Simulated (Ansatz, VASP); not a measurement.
# One calculation of KI2, two programs

```
K I
1.0
     7.37744    0.00000    0.00000
     0.00000    7.37744    0.00000
     0.00000    0.00000    4.75182
K I
2 4
Direct
  0.00000 0.00000 0.00000
  0.50000 0.50000 0.50000
  0.30600 0.30600 0.00000
  0.19400 0.80600 0.50000
  0.69400 0.69400 0.00000
  0.80600 0.19400 0.50000
```

Alike in both runs: task single point; functional PBE; k mesh 4 × 4 × 4; occupations gaussian, width 0.1 eV; no spin polarisation.

```csv
,VASP,Ansatz
version,VASP 6.6.1,Ansatz 0.2.0
potentials or method,"VASP PAW PBE potentials, release 64 (K_sv, I), cutoff 520 eV","scalar-relativistic, plane waves, PAW"
valence electrons in the cell,46,86
```

|  | VASP | Ansatz | Ansatz less VASP |
| --- | --- | --- | --- |
| gap on the k mesh at the Fermi level (eV) | none | none | - |
| pressure (GPa) | 4.2 | 4.2 | -0.06 |
| traceless stress, the component that is largest in VASP (GPa) | 1.37 | 1.35 | -0.020 |
| rms of the force components (eV/Å) | 0.190 | 0.188 | -0.0016 |

Atom by atom the forces differ by 0.002 eV/Å (rms over components). A gap of «none» marks a metal or a gap that the smearing closes. With one functional, cell and mesh, what is left measures potentials, basis and numerics. VASP's potentials hold 46 valence electrons a cell and Ansatz's 86, so a difference there can come from the potentials and not from the codes.

Spin-orbit coupling is off throughout.
